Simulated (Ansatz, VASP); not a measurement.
**MgO in VASP and in Ansatz**

```xyz
2
Lattice="0.0000 2.1272 2.1272 2.1272 0.0000 2.1272 2.1272 2.1272 0.0000" Properties=species:S:1:pos:R:3 pbc="T T T"
Mg    0.0000    0.0000    0.0000
O     2.1272    2.1272    2.1272
```

Alike in both runs: functional PBE; k mesh 10 × 10 × 10; occupations gaussian, width 0.02 eV; no spin polarisation.

Ansatz relaxed the structure, and its values are those at the end. VASP's run is a single point on that final structure, the one shown.

|  | VASP | Ansatz |
| --- | --- | --- |
| version | VASP 6.6.1 | Ansatz 0.2.0 |
| potentials or method | VASP PAW PBE potentials, release 64 (Mg_sv, O), cutoff 840 eV | scalar-relativistic, plane waves, PAW |
| valence electrons in the cell | 16 | 16 |

```tsv
	VASP	Ansatz	Ansatz less VASP
gap on the k mesh at the Fermi level (eV)	4.45	4.46	+0.006
least direct gap on the mesh (eV)	4.45	4.46	+0.006
pressure (GPa)	0.0	0.0	+0.03
```
